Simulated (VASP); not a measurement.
# NaB4 (Pm-3m) in VASP: single point with PBE

Aim: the single point of NaB4 with PBE.

Everything below comes from runs of VASP 6.6.1. Logs are shortened: lines on timing, memory, paths and dates and some standing lists are left out, and cuts for length are marked.

**1. The cell of the first run**

The structure is cubic, space group Pm-3m (No. 221). The conventional cell has a = 4.443 Å, b = 4.443 Å, c = 4.443 Å, α = 90.00°, β = 90.00°, γ = 90.00°. Within 2.9 Å of Na (site symmetry m-3m) lie 6 B at 2.22 Å. Within 2.9 Å of B (site symmetry 4/mmm) lie 2 Na at 2.22 Å. B (site symmetry m-3m) has 12 B at 3.14 Å and 8 Na at 3.85 Å within 4.1 Å.

The cell was built from a structure type or drawn by symmetry, and may not be a known phase.

**2. Single point, PBE**

Input file INCAR:

```
SYSTEM = NaB4
PREC = Accurate ; ENCUT = 500
EDIFF = 1E-6 ; ISMEAR = 0
SIGMA = 0.2 ; LREAL = .FALSE.
LASPH = .TRUE. ; NELM = 120
ALGO = Normal ; ISIF = 2
LWAVE = .FALSE. ; LCHARG = .TRUE.
GGA = PE ; LELF = .TRUE.
LVHAR = .TRUE. ; NBANDS = 18
GGA_COMPAT = .FALSE.
```

Input file KPOINTS:

```
Automatic mesh
0
G
  4 4 4
  0 0 0
```

Input file POSCAR:

```
NaB4
1.0
    4.4432769368      0.0000000000      0.0000000000
    0.0000000000      4.4432769368      0.0000000000
    0.0000000000      0.0000000000      4.4432769368
Na B
1 4
Direct
    0.5000000000      0.5000000000      0.5000000000
    0.0000000000      0.5000000000      0.5000000000
    0.5000000000      0.0000000000      0.5000000000
    0.5000000000      0.5000000000      0.0000000000
    0.0000000000      0.0000000000      0.0000000000
```

Potentials or basis: VASP PAW PBE potentials, release 64 (Na_pv, B).

Command:

```bash
$ cat potpaw_PBE.64/Na_pv/POTCAR potpaw_PBE.64/B/POTCAR > POTCAR
$ mpirun -np 1 vasp_std > vasp.out
```

OUTCAR:

```text
SYSTEM = NaB4
   PREC = Accurate
   ENCUT = 500
   EDIFF = 1E-6
   ISMEAR = 0
   LREAL = .FALSE.
   LASPH = .TRUE.
   NELM = 120
   ISIF = 2
   GGA = PE

 ion  position               nearest neighbor table
   1  0.500  0.500  0.500-   2 2.22   3 2.22   4 2.22   4 2.22   3 2.22   2 2.22
   2  0.000  0.500  0.500-   1 2.22   1 2.22
   3  0.500  0.000  0.500-   1 2.22   1 2.22
   4  0.500  0.500  0.000-   1 2.22   1 2.22
   5  0.000  0.000  0.000-

  LATTYP: Found a simple cubic cell.
 ALAT       =     4.4432769368

  Lattice vectors:

 A1 = (   4.4432769368,   0.0000000000,   0.0000000000)
 A2 = (   0.0000000000,   4.4432769368,   0.0000000000)
 A3 = (   0.0000000000,   0.0000000000,   4.4432769368)

Analysis of symmetry for initial positions (statically):
=====================================================================
 Subroutine PRICEL returns:
 Original cell was already a primitive cell.

 Routine SETGRP: Setting up the symmetry group for a
 simple cubic supercell.

 Subroutine GETGRP returns: Found 48 space group operations
 (whereof 48 operations were pure point group operations)
 out of a pool of 48 trial point group operations.

The static configuration has the point symmetry O_h .

Analysis of symmetry for dynamics (positions and initial velocities):
=====================================================================
 Subroutine PRICEL returns:
 Original cell was already a primitive cell.

 Routine SETGRP: Setting up the symmetry group for a
 simple cubic supercell.

 Subroutine GETGRP returns: Found 48 space group operations
 (whereof 48 operations were pure point group operations)
 out of a pool of 48 trial point group operations.

The dynamic configuration has the point symmetry O_h .

 Subroutine INISYM returns: Found 48 space group operations
 (whereof 48 operations are pure point group operations),
 and found     1 'primitive' translations

----------------------------------------------------------------------------------------

                                     Primitive cell

  volume of cell :      87.7223

  direct lattice vectors                    reciprocal lattice vectors
     4.443276937  0.000000000  0.000000000     0.225059121  0.000000000  0.000000000
     0.000000000  4.443276937  0.000000000     0.000000000  0.225059121  0.000000000
     0.000000000  0.000000000  4.443276937     0.000000000  0.000000000  0.225059121

  length of vectors
     4.443276937  4.443276937  4.443276937     0.225059121  0.225059121  0.225059121

  position of ions in fractional coordinates (direct lattice)
     0.500000000  0.500000000  0.500000000
     0.000000000  0.500000000  0.500000000
     0.500000000  0.000000000  0.500000000
     0.500000000  0.500000000  0.000000000
     0.000000000  0.000000000  0.000000000

  ion indices of the primitive-cell ions
   primitive index   ion index
                 1           1
                 2           2
                 3           3
                 4           4
                 5           5

----------------------------------------------------------------------------------------

 KPOINTS: Automatic mesh

Automatic generation of k-mesh.
 Grid dimensions read from file:
 generate k-points for:    4    4    4

 Generating k-lattice:

  Cartesian coordinates                     Fractional coordinates (reciprocal lattice)
     0.056264780  0.000000000  0.000000000     0.250000000  0.000000000  0.000000000
     0.000000000  0.056264780  0.000000000     0.000000000  0.250000000  0.000000000
     0.000000000  0.000000000  0.056264780     0.000000000  0.000000000  0.250000000

  Length of vectors
     0.056264780  0.056264780  0.056264780

  Shift w.r.t. Gamma in fractional coordinates (k-lattice)
     0.000000000  0.000000000  0.000000000

 Subroutine IBZKPT returns following result:
 ===========================================

 Found     10 irreducible k-points:

 Following reciprocal coordinates:
            Coordinates               Weight
  0.000000  0.000000  0.000000      1.000000
  0.250000  0.000000  0.000000      6.000000
  0.500000  0.000000  0.000000      3.000000
  0.250000  0.250000  0.000000     12.000000
  0.500000  0.250000  0.000000     12.000000
  0.500000  0.500000  0.000000      3.000000
  0.250000  0.250000  0.250000      8.000000
  0.500000  0.250000  0.250000     12.000000
  0.500000  0.500000  0.250000      6.000000
  0.500000  0.500000  0.500000      1.000000
   k-points           NKPTS =     10   k-points in BZ     NKDIM =     10   number of bands    NBANDS=     18
   number of dos      NEDOS =    301   number of ions     NIONS =      5
   total plane-waves  NPLWV =  32768
   dimension x,y,z NGX =    32 NGY =   32 NGZ =   32
   dimension x,y,z NGXF=    64 NGYF=   64 NGZF=   64
   ions per type =               1   4
   NGX,Y,Z   is equivalent  to a cutoff of  11.97, 11.97, 11.97 a.u.
   NGXF,Y,Z  is equivalent  to a cutoff of  23.95, 23.95, 23.95 a.u.
 SYSTEM =  NaB4
   PREC   = accura    normal or accurate (medium, high low for compatibility)
   ISTART =      0    job   : 0-new  1-cont  2-samecut
   ICHARG =      2    charge: 1-file 2-atom 10-const
   ISPIN  =      1    spin polarized calculation?
   LNONCOLLINEAR =      F non collinear calculations
   LSORBIT =      F    spin-orbit coupling
   LASPH  =      T    aspherical Exc in radial PAW
   ENCUT  =  500.0 eV  36.75 Ry    6.06 a.u.   8.10  8.10  8.10*2*pi/ulx,y,z
   NELM   =    120;   NELMIN=  2; NELMDL= -5     # of ELM steps
   EDIFF  = 0.1E-05   stopping-criterion for ELM
   LREAL  =      F    real-space projection
   EDIFFG = 0.1E-04   stopping-criterion for IOM
   NSW    =      0    number of steps for IOM
   IBRION =     -1    ionic relax: 0-MD 1-quasi-New 2-CG
   NFREE  =      0    steps in history (QN), initial steepest desc. (CG)
   ISIF   =      2    stress and relaxation
   ISYM   =      2    0-nonsym 1-usesym 2-fastsym
   POTIM  = 0.5000    time-step for ionic-motion
   TEBEG  =    0.0;   TEEND  =   0.0 temperature during run
   PSTRESS=    0.0 pullay stress
   NELECT =      19.0000    total number of electrons
   NUPDOWN=      -1.0000    fix difference up-down
   EMIN   =  10.00;   EMAX   =-10.00  energy-range for DOS
   EFERMI =   0.00;   METHOD = LEGACY
   ISMEAR =     0;   SIGMA  =   0.20  broadening in eV -4-tet -1-fermi 0-gaus
   EFERMI_NEDOS =   21; number of points for ismear=-14 and -15
   IALGO  =     38    algorithm
   IMIX   =      4    mixing-type and parameters
     AMIX     =   0.40;   BMIX     =  1.00
     AMIX_MAG =   1.60;   BMIX_MAG =  1.00
  volume/ion in A,a.u.               =      17.54       118.40
  Fermi-wavevector in a.u.,A,eV,Ry     =   0.983156  1.857896 13.151346  0.966597
  Thomas-Fermi vector in A             =   2.114293
   LORBIT       =      0    0 simple, 1 ext, 2 COOP (PROOUT), +10 PAW based schemes
   GGA     = PE    functional components
   LHFCALC =     F    Hartree Fock is set to
   AEXX    =    0.0000 exact exchange contribution
   IVDW    =     0    specifies the selected vdW correction
   LEPSILON=     F    determine dielectric tensor
   LRPA    =     F    only Hartree local field effects (RPA)
 non-spin polarized calculation
 Gauss-broadening in eV      SIGMA  =   0.20
  energy-cutoff  :      500.00
  volume of cell :       87.72
 maximum number of plane-waves:      2272
   NGX = 17   NGY = 17   NGZ = 17

 number of electron      19.0000013 magnetization

 Free energy of the ion-electron system (eV)
  ---------------------------------------------------
  ext. energy  EPLUGINS =         0.00000000
  ---------------------------------------------------
  free energy    TOTEN  =        -9.73416318 eV

  energy without entropy =       -9.60828301  energy(sigma->0) =       -9.67122310

 E-fermi :   0.6737     XC(G=0):  -8.6904

 val. band max:        0.6496253581   @ k =   0.5000   0.0000   0.0000
 cond. band min:       0.6998805160   @ k =   0.5000   0.5000   0.0000
 fundamental gap:      0.0502551579
 Fermi energy:         0.6736558955

 k-point     1 :       0.0000    0.0000    0.0000
  band No.  band energies     occupation
      1     -22.2729      2.00000
      2     -22.2729      2.00000
      3     -22.2729      2.00000
      4      -7.6629      2.00000
      5      -2.9275      2.00000
      6      -2.9275      2.00000
[... 10 lines left out ...]
     17       5.3327      0.00000
     18       5.3327      0.00000

 k-point     2 :       0.2500    0.0000    0.0000
  band No.  band energies     occupation
      1     -22.2751      2.00000
      2     -22.2725      2.00000
      3     -22.2725      2.00000
      4      -7.2646      2.00000
      5      -4.3403      2.00000
      6      -2.8286      2.00000
[... 10 lines left out ...]
     17       4.6771      0.00000
     18       4.8901      0.00000

 k-point     3 :       0.5000    0.0000    0.0000
  band No.  band energies     occupation
      1     -22.2773      2.00000
      2     -22.2721      2.00000
      3     -22.2721      2.00000
      4      -6.2178      2.00000
      5      -5.9894      2.00000
      6      -2.7202      2.00000
[... 10 lines left out ...]
     17       3.9010      0.00000
     18       4.0923      0.00000

 k-point     4 :       0.2500    0.2500    0.0000
  band No.  band energies     occupation
      1     -22.2747      2.00000
      2     -22.2746      2.00000
      3     -22.2721      2.00000
      4      -6.8721      2.00000
      5      -4.0700      2.00000
      6      -4.0095      2.00000
[... 10 lines left out ...]
     17       3.5750      0.00000
     18       4.3196      0.00000

 k-point     5 :       0.5000    0.2500    0.0000
  band No.  band energies     occupation
      1     -22.2767      2.00000
      2     -22.2742      2.00000
      3     -22.2717      2.00000
      4      -5.8358      2.00000
      5      -5.6338      2.00000
      6      -3.4072      2.00000
[... 10 lines left out ...]
     17       3.4899      0.00000
     18       4.3189      0.00000

 k-point     6 :       0.5000    0.5000    0.0000
  band No.  band energies     occupation
      1     -22.2762      2.00000
      2     -22.2762      2.00000
      3     -22.2713      2.00000
      4      -4.8609      2.00000
      5      -4.6856      2.00000
      6      -4.6856      2.00000
[... 10 lines left out ...]
     17       4.6808      0.00000
     18       4.7285      0.00000

 k-point     7 :       0.2500    0.2500    0.2500
  band No.  band energies     occupation
      1     -22.2743      2.00000
      2     -22.2741      2.00000
      3     -22.2741      2.00000
      4      -6.4864      2.00000
      5      -3.8482      2.00000
      6      -3.8482      2.00000
[... 10 lines left out ...]
     17       3.8392      0.00000
     18       4.8964      0.00000

 k-point     8 :       0.5000    0.2500    0.2500
  band No.  band energies     occupation
      1     -22.2762      2.00000
      2     -22.2738      2.00000
      3     -22.2737      2.00000
      4      -5.4672      2.00000
      5      -5.2918      2.00000
      6      -3.5529      2.00000
[... 10 lines left out ...]
     17       4.1621      0.00000
     18       4.3819      0.00000

 k-point     9 :       0.5000    0.5000    0.2500
  band No.  band energies     occupation
      1     -22.2758      2.00000
      2     -22.2758      2.00000
      3     -22.2733      2.00000
      4      -4.5405      2.00000
      5      -4.4318      2.00000
      6      -4.4318      2.00000
[... 10 lines left out ...]
     17       4.6960      0.00000
     18       4.7537      0.00000

 k-point    10 :       0.5000    0.5000    0.5000
  band No.  band energies     occupation
      1     -22.2753      2.00000
      2     -22.2753      2.00000
      3     -22.2753      2.00000
      4      -4.0717      2.00000
      5      -4.0717      2.00000
      6      -4.0717      2.00000
[... 10 lines left out ...]
     17       4.8001      0.00000
     18       4.8001      0.00000

------------------------ aborting loop because EDIFF is reached ----------------------------------------

  FORCE on cell =-STRESS in cart. coord.  units (eV):
  Direction    XX          YY          ZZ          XY          YZ          ZX
  --------------------------------------------------------------------------------------
  -------------------------------------------------------------------------------------
  Total        0.1521318      0.1521318      0.1521318      0.0000000      0.0000000      0.0000000
  in kB        2.7785640      2.7785640      2.7785640      0.0000000      0.0000000      0.0000000
  external PRESSURE =       2.7785640 kB  Pullay stress =       0.0000000 kB

 VOLUME and BASIS-vectors are now :
 -----------------------------------------------------------------------------
  energy-cutoff  :      500.00
  volume of cell :       87.72
      direct lattice vectors                 reciprocal lattice vectors
     4.443276937  0.000000000  0.000000000     0.225059121  0.000000000  0.000000000
     0.000000000  4.443276937  0.000000000     0.000000000  0.225059121  0.000000000
     0.000000000  0.000000000  4.443276937     0.000000000  0.000000000  0.225059121

 POSITION                                       TOTAL-FORCE (eV/Angst)
 -----------------------------------------------------------------------------------
      2.22164      2.22164      2.22164         0.000000      0.000000      0.000000
      0.00000      2.22164      2.22164         0.000000      0.000000      0.000000
      2.22164      0.00000      2.22164         0.000000      0.000000      0.000000
      2.22164      2.22164      0.00000         0.000000      0.000000      0.000000
      0.00000      0.00000      0.00000         0.000000      0.000000      0.000000
 -----------------------------------------------------------------------------------
    total drift:                                0.000000     -0.000000     -0.000000

  FREE ENERGIE OF THE ION-ELECTRON SYSTEM (eV)
  ---------------------------------------------------
  free  energy   TOTEN  =        -9.7341631840 eV

  energy  without entropy=       -9.6082830148  energy(sigma->0) =       -9.67122310
```

Run time: 11 s. Hardware: 1 thread of Intel Xeon Platinum 8488C (Sapphire Rapids), shared host; peak memory 0.17 GiB.

What came out:

| Property | Result |
| --- | --- |
| Free energy | -9.7342 eV |
| Pressure | 0.3 GPa |
| Band gap on the k mesh | zero (an odd number of electrons rules out a gap without spin polarisation) |

Levels at points of the mesh, in eV from the Fermi level:
```
           k point  band 5  band 6  band 7  band 8  band 9  band 10  band 11  band 12  band 13  band 14
(0.00, 0.00, 0.00)   -3.60   -3.60   -3.22   -1.54   -1.54    -1.54     2.25     2.25     2.25     2.42
(0.50, 0.00, 0.00)   -6.66   -3.39   -3.04   -0.21   -0.21    -0.02    -0.02     1.18     1.44     2.23
(0.50, 0.50, 0.00)   -5.36   -5.36   -5.21    0.03    0.34     0.49     0.49     0.95     1.21     1.21
(0.50, 0.50, 0.50)   -4.75   -4.75   -4.52   -2.44   -2.29    -2.29    -2.29     2.88     2.88     4.00
```
